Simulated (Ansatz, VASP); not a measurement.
GaS5 in VASP and in Ansatz

```
Ga S
1.0
     5.95318    0.00000    0.00000
    -2.97659    5.15560    0.00000
     0.00000    0.00000    3.44705
Ga S
1 5
Direct
  0.00000 0.00000 0.50000
  0.00000 0.33721 0.00000
  0.66279 0.66279 0.00000
  0.33721 0.00000 0.00000
  0.66667 0.33333 0.50000
  0.33333 0.66667 0.50000
```

Change from the starting cell: species swapped into the Mg5Sn type (P-62m, No. 189).

Alike in both runs: task relaxation of cell and atoms; functional PBE; k mesh 6 × 6 × 12; occupations gaussian, width 0.1 eV; no spin polarisation.

```csv
,VASP,Ansatz
version,VASP 6.6.1,Ansatz 0.2.0
potentials or method,"VASP PAW PBE potentials, release 64 (Ga_d, S), cutoff 600 eV","scalar-relativistic, plane waves, PAW"
valence electrons in the cell,43,43
```

```csv
,VASP,Ansatz,Ansatz less VASP
"gap on the k mesh at the Fermi level, each at its own relaxed structure (eV)",none,none,-
relaxed volume (Å³/atom),17.70,17.70,+0.003
relaxed length of the cell vector where the two differ most in proportion (Å),5.973,5.974,+0.0005
```

A gap of «none» marks a metal or a gap that the smearing closes.
